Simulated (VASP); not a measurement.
# BN (P1) in VASP: further runs

BN is run at these levels: PBE; tasks: single point.

Everything below comes from runs of VASP 6.6.1. Logs are shortened: lines on timing, memory, paths and dates and some standing lists are left out, and cuts for length are marked.

## Step 1: The cell of the first run

The typed cell holds 4 atoms: a = 2.563 Å, b = 2.563 Å, c = 4.439 Å, α = 73.22°, β = 73.22°, γ = 60.00°.

## Step 2: Single point, PBE (mode 4 frozen in at -0.085 Å and mode 5 at +0.017 Å (largest displacements))

The input, INCAR:

```
PREC = Accurate ; ENCUT = 520
EDIFF = 1E-6 ; ISMEAR = 0
SIGMA = 0.05 ; LREAL = F
LASPH = T ; NELM = 80
ALGO = Normal ; ISIF = 2
LWAVE = F ; LCHARG = T
GGA = PE ; LELF = T
LVHAR = T ; NBANDS = 16
```

The input, KPOINTS:

```
Automatic mesh
0
Gamma
  6 6 6
```

The input, POSCAR:

```
BN
1.0
    0.0000000000     -1.8123937734     -1.8123937734
   -1.8123937734      0.0000000000     -1.8123937734
    1.8123937734      1.8123937734     -3.6247875468
B N
2 2
Direct
   -0.0153076993      0.0379257280      0.0000000000
    0.5153076993      0.4620742720      0.5000000000
    0.3593346314      0.4138118748      0.8750000000
    0.8906653686      0.8361881252      0.3750000000
```

Potentials or basis: VASP PAW PBE potentials, release 64 (B, N).

Started as:

```
cat potpaw_PBE.64/B/POTCAR potpaw_PBE.64/N/POTCAR > POTCAR
mpirun -np 1 vasp_std > vasp.out
```

OUTCAR:

```text
PREC = Accurate
   ENCUT = 520
   EDIFF = 1E-6
   ISMEAR = 0
   LREAL = F
   LASPH = T
   NELM = 80
   ISIF = 2
   GGA = PE

 ion  position               nearest neighbor table
   1  0.985  0.038  0.000-   3 1.57   3 1.57   3 1.57   4 1.58
   2  0.515  0.462  0.500-   4 1.57   4 1.57   4 1.57   3 1.58
   3  0.359  0.414  0.875-   1 1.57   1 1.57   1 1.57   2 1.58
   4  0.891  0.836  0.375-   2 1.57   2 1.57   2 1.57   1 1.58

  LATTYP: Found a trigonal (rhomboedric) cell.
 ALAT       =     4.4394399578
 COS(alpha) =     0.8333333333

  Lattice vectors:

 A1 = (   1.8123937734,   3.6247875468,  -1.8123937734)
 A2 = (   3.6247875468,   1.8123937734,  -1.8123937734)
 A3 = (   1.8123937734,   1.8123937734,  -3.6247875468)

Analysis of symmetry for initial positions (statically):
=====================================================================
 Subroutine PRICEL returns:
 Original cell was already a primitive cell.

 Routine SETGRP: Setting up the symmetry group for a
 trigonal (rhombohedral) supercell.

 Subroutine GETGRP returns: Found  1 space group operations
 (whereof  1 operations were pure point group operations)
 out of a pool of 12 trial point group operations.

The static configuration has the point symmetry C_1 .

Analysis of symmetry for dynamics (positions and initial velocities):
=====================================================================
 Subroutine PRICEL returns:
 Original cell was already a primitive cell.

 Routine SETGRP: Setting up the symmetry group for a
 trigonal (rhombohedral) supercell.

 Subroutine GETGRP returns: Found  1 space group operations
 (whereof  1 operations were pure point group operations)
 out of a pool of 12 trial point group operations.

The dynamic configuration has the point symmetry C_1 .

 Subroutine INISYM returns: Found  1 space group operations
 (whereof  1 operations are pure point group operations),
 and found     1 'primitive' translations

----------------------------------------------------------------------------------------

                                     Primitive cell

  volume of cell :      23.8132

  direct lattice vectors                    reciprocal lattice vectors
     0.000000000 -1.812393773 -1.812393773     0.137939119 -0.413817356 -0.137939119
    -1.812393773  0.000000000 -1.812393773    -0.413817356  0.137939119 -0.137939119
     1.812393773  1.812393773 -3.624787547     0.137939119  0.137939119 -0.137939119

  length of vectors
     2.563111855  2.563111855  4.439439958     0.457492301  0.457492301  0.238917562

  position of ions in fractional coordinates (direct lattice)
     0.984692301  0.037925728  0.000000000
     0.515307699  0.462074272  0.500000000
     0.359334631  0.413811875  0.875000000
     0.890665369  0.836188125  0.375000000

  ion indices of the primitive-cell ions
   primitive index   ion index
                 1           1
                 2           2
                 3           3
                 4           4

----------------------------------------------------------------------------------------

 KPOINTS: Automatic mesh

Automatic generation of k-mesh.
 Grid dimensions read from file:
 generate k-points for:    6    6    6

 Generating k-lattice:

  Cartesian coordinates                     Fractional coordinates (reciprocal lattice)
     0.022989853 -0.068969559 -0.022989853     0.166666667  0.000000000 -0.000000000
    -0.068969559  0.022989853 -0.022989853     0.000000000  0.166666667 -0.000000000
     0.022989853  0.022989853 -0.022989853     0.000000000  0.000000000  0.166666667

  Length of vectors
     0.076248717  0.076248717  0.039819594

  Shift w.r.t. Gamma in fractional coordinates (k-lattice)
     0.000000000  0.000000000  0.000000000

 Subroutine IBZKPT returns following result:
 ===========================================

 Found    112 irreducible k-points:

 Following reciprocal coordinates:
            Coordinates               Weight
  0.000000  0.000000  0.000000      1.000000
  0.166667  0.000000  0.000000      2.000000
  0.000000  0.166667  0.000000      2.000000
 -0.166667 -0.166667 -0.166667      2.000000
  0.333333  0.000000 -0.000000      2.000000
  0.000000  0.333333 -0.000000      2.000000
[... 16 lines left out ...]
 -0.166667  0.500000 -0.000000      2.000000
 -0.333333  0.500000  0.500000      2.000000
 [... further k-points ...]
   k-points           NKPTS =    112   k-points in BZ     NKDIM =    112   number of bands    NBANDS=     16
   number of dos      NEDOS =    301   number of ions     NIONS =      4
   total plane-waves  NPLWV =  14400
   dimension x,y,z NGX =    20 NGY =   20 NGZ =   36
   dimension x,y,z NGXF=    40 NGYF=   40 NGZF=   72
   ions per type =               2   2
   NGX,Y,Z   is equivalent  to a cutoff of  12.97, 12.97, 13.48 a.u.
   NGXF,Y,Z  is equivalent  to a cutoff of  25.94, 25.94, 26.96 a.u.
 SYSTEM =  unknown system
   PREC   = accura    normal or accurate (medium, high low for compatibility)
   ISTART =      0    job   : 0-new  1-cont  2-samecut
   ICHARG =      2    charge: 1-file 2-atom 10-const
   ISPIN  =      1    spin polarized calculation?
   LNONCOLLINEAR =      F non collinear calculations
   LSORBIT =      F    spin-orbit coupling
   LASPH  =      T    aspherical Exc in radial PAW
   ENCUT  =  520.0 eV  38.22 Ry    6.18 a.u.   4.77  4.77  8.25*2*pi/ulx,y,z
   NELM   =     80;   NELMIN=  2; NELMDL= -5     # of ELM steps
   EDIFF  = 0.1E-05   stopping-criterion for ELM
   LREAL  =      F    real-space projection
   EDIFFG = 0.1E-04   stopping-criterion for IOM
   NSW    =      0    number of steps for IOM
   IBRION =     -1    ionic relax: 0-MD 1-quasi-New 2-CG
   NFREE  =      0    steps in history (QN), initial steepest desc. (CG)
   ISIF   =      2    stress and relaxation
   ISYM   =      2    0-nonsym 1-usesym 2-fastsym
   POTIM  = 0.5000    time-step for ionic-motion
   TEBEG  =    0.0;   TEEND  =   0.0 temperature during run
   PSTRESS=    0.0 pullay stress
   NELECT =      16.0000    total number of electrons
   NUPDOWN=      -1.0000    fix difference up-down
   EMIN   =  10.00;   EMAX   =-10.00  energy-range for DOS
   EFERMI =   0.00;   METHOD = LEGACY
   ISMEAR =     0;   SIGMA  =   0.05  broadening in eV -4-tet -1-fermi 0-gaus
   EFERMI_NEDOS =   21; number of points for ismear=-14 and -15
   IALGO  =     38    algorithm
   IMIX   =      4    mixing-type and parameters
     AMIX     =   0.40;   BMIX     =  1.00
     AMIX_MAG =   1.60;   BMIX_MAG =  1.00
  volume/ion in A,a.u.               =       5.95        40.17
  Fermi-wavevector in a.u.,A,eV,Ry     =   1.433867  2.709616 27.973240  2.055975
  Thomas-Fermi vector in A             =   2.553338
   LORBIT       =      0    0 simple, 1 ext, 2 COOP (PROOUT), +10 PAW based schemes
   GGA     = PE    functional components
   LHFCALC =     F    Hartree Fock is set to
   AEXX    =    0.0000 exact exchange contribution
   IVDW    =     0    specifies the selected vdW correction
   LEPSILON=     F    determine dielectric tensor
   LRPA    =     F    only Hartree local field effects (RPA)
 non-spin polarized calculation
 Gauss-broadening in eV      SIGMA  =   0.05
  energy-cutoff  :      520.00
  volume of cell :       23.81
 maximum number of plane-waves:       663
   NGX =  9   NGY =  9   NGZ = 17

 number of electron      16.0000000 magnetization

 Free energy of the ion-electron system (eV)
  ---------------------------------------------------
  ext. energy  EPLUGINS =         0.00000000
  ---------------------------------------------------
  free energy    TOTEN  =       -34.74169674 eV

  energy without entropy =      -34.74169674  energy(sigma->0) =      -34.74169674

 E-fermi :   7.6990     XC(G=0): -12.7905

 val. band max:        7.4016902346   @ k =   0.0000   0.0000   0.0000
 cond. band min:      11.7104387067   @ k =   0.0000   0.5000   0.5000
 fundamental gap:      4.3087484721
 Fermi energy:         7.6990473364

 k-point     1 :       0.0000    0.0000    0.0000
  band No.  band energies     occupation
      1     -12.8271      2.00000
      2      -8.6363      2.00000
      3      -3.2854      2.00000
      4       5.4162      2.00000
      5       5.4410      2.00000
      6       7.2135      2.00000
[... 8 lines left out ...]
     15      18.2270      0.00000
     16      22.5824      0.00000

 k-point     2 :       0.1667    0.0000    0.0000
  band No.  band energies     occupation
      1     -12.2154      2.00000
      2      -8.2748      2.00000
      3      -2.5958      2.00000
      4       3.2282      2.00000
      5       4.7619      2.00000
      6       5.0260      2.00000
[... 8 lines left out ...]
     15      19.8189      0.00000
     16      22.8836      0.00000

 k-point     3 :       0.0000    0.1667    0.0000
  band No.  band energies     occupation
      1     -12.2163      2.00000
      2      -8.2706      2.00000
      3      -2.6009      2.00000
      4       3.2230      2.00000
      5       4.7844      2.00000
      6       4.9962      2.00000
[... 8 lines left out ...]
     15      19.5482      0.00000
     16      22.8123      0.00000

 k-point     4 :      -0.1667   -0.1667   -0.1667
  band No.  band energies     occupation
      1     -12.2157      2.00000
      2      -8.2738      2.00000
      3      -2.5970      2.00000
      4       3.2270      2.00000
      5       4.7663      2.00000
      6       5.0199      2.00000
[... 8 lines left out ...]
     15      19.7727      0.00000
     16      22.8683      0.00000
[... 324 lines left out ...]
 k-point    22 :      -0.1667    0.3333   -0.1667
  band No.  band energies     occupation
      1      -8.8698      2.00000
      2      -7.4402      2.00000
      3      -1.6404      2.00000
      4      -0.1504      2.00000
      5       1.2801      2.00000
      6       2.0024      2.00000
[... 8 lines left out ...]
     15      22.7190      0.00000
     16      23.6007      0.00000

 k-point    23 :      -0.1667    0.5000   -0.0000
  band No.  band energies     occupation
      1      -8.8694      2.00000
      2      -7.4404      2.00000
      3      -1.6424      2.00000
      4      -0.1519      2.00000
      5       1.2858      2.00000
      6       2.0070      2.00000
[... 8 lines left out ...]
     15      22.7872      0.00000
     16      23.5972      0.00000

 k-point    24 :      -0.3333    0.5000    0.5000
  band No.  band energies     occupation
      1      -8.8444      2.00000
      2      -7.4854      2.00000
      3      -1.6066      2.00000
      4      -0.1172      2.00000
      5       1.3126      2.00000
      6       1.9096      2.00000
[... 8 lines left out ...]
     15      22.9758      0.00000
     16      23.6010      0.00000

 [... further k-points ...]
[... 5 lines left out ...]
  --------------------------------------------------------------------------------------
  -------------------------------------------------------------------------------------
  Total       -0.2503204      0.1698980      0.0724403      0.0848151     -0.0245276     -0.1026850
  in kB      -16.8418265     11.4309218      4.8738620      5.7064537     -1.6502416     -6.9087577
  external PRESSURE =      -0.1790142 kB  Pullay stress =       0.0000000 kB

 VOLUME and BASIS-vectors are now :
 -----------------------------------------------------------------------------
  energy-cutoff  :      520.00
  volume of cell :       23.81
      direct lattice vectors                 reciprocal lattice vectors
     0.000000000 -1.812393773 -1.812393773     0.137939119 -0.413817356 -0.137939119
    -1.812393773  0.000000000 -1.812393773    -0.413817356  0.137939119 -0.137939119
     1.812393773  1.812393773 -3.624787547     0.137939119  0.137939119 -0.137939119

 POSITION                                       TOTAL-FORCE (eV/Angst)
 -----------------------------------------------------------------------------------
     -0.06874     -1.78465     -1.85339         0.619865     -0.246093      0.371206
      0.06874     -0.02774     -3.58379        -0.636678      0.263741     -0.381141
      0.83585      0.93459     -4.57294         0.853407     -0.354552      0.514206
     -0.83585     -0.93459     -4.48903        -0.836594      0.336904     -0.504271
 -----------------------------------------------------------------------------------
    total drift:                               -0.000034     -0.000043      0.000031

  FREE ENERGIE OF THE ION-ELECTRON SYSTEM (eV)
  ---------------------------------------------------
  free  energy   TOTEN  =       -34.7416967395 eV

  energy  without entropy=      -34.7416967395  energy(sigma->0) =      -34.74169674
```

Wall time 37 s (1 thread of Intel Xeon Platinum 8488C (Sapphire Rapids), shared host); peak memory 0.15 GiB.

Results:

| Property | Result |
| --- | --- |
| Free energy | -34.7417 eV |
| Pressure | 0.0 GPa |
| Largest force | 1.058 eV/Å |
| Band gap on the k mesh | 4.31 eV, indirect (least direct gap 6.26 eV) |

Forces in eV/Å, atoms in the order of the input:
```
B    0.620 -0.246  0.371
B   -0.637  0.264 -0.381
N    0.853 -0.355  0.514
N   -0.837  0.337 -0.504
```

Caveat: the k points lie up to 0.48 Å⁻¹ apart; the cell differs from its parent crystal (mode 4 frozen in at -0.085 Å and mode 5 at +0.017 Å (largest displacements)); forces of over 1 eV/Å act on the atoms, so gaps and moduli don't describe the material at rest. A k mesh can miss the band edges.

(Continued in part 2 of 2.)
